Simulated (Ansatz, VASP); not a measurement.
## One calculation of Bi2TeSe2, two programs

```
Bi Te Se
1.0
     2.02876    1.17130    9.42096
    -2.02876    1.17130    9.42096
     0.00000   -2.34261    9.42096
Bi Te Se
2 1 2
Direct
  0.39806 0.39806 0.39806
  0.60194 0.60194 0.60194
  0.00000 0.00000 0.00000
  0.21160 0.21160 0.21160
  0.78840 0.78840 0.78840
```

Change from the starting cell: strain -0.030 along x and y, -0.030 along z, atoms carried along.

Alike in both runs: task single point; functional r2SCAN; k mesh 6 × 6 × 6; occupations gaussian, width 0.05 eV; no spin polarisation.

```csv
,VASP,Ansatz
version,VASP 6.6.1,Ansatz 0.2.0
potentials or method,"VASP PAW PBE potentials, release 64 (Bi_d, Te, Se), cutoff 520 eV","scalar-relativistic, plane waves, PAW"
valence electrons in the cell,48,78
```

Ansatz gave:

| Item | Value |
| --- | --- |
| gap on the k mesh at the Fermi level (eV) | 0.69 |
| least direct gap on the mesh (eV) | 0.69 |
| pressure (GPa) | 11.9 |
| traceless stress, the component that is largest in VASP (GPa) | 0.55 |
| rms of the force components (eV/Å) | 0.816 |

**Question.** Which values does VASP return?

**Answer.** gap on the k mesh at the Fermi level (eV): 0.69; least direct gap on the mesh (eV): 0.69; pressure (GPa): 12.0; traceless stress, the component that is largest in VASP (GPa): 0.55; rms of the force components (eV/Å): 0.816.

VASP's potentials were made for PBE, not for r2SCAN. Atom by atom the forces differ by 0.006 eV/Å (rms over components). VASP's potentials hold 48 valence electrons a cell and Ansatz's 78, so a difference there can come from the potentials and not from the codes.

Spin-orbit coupling is off throughout.
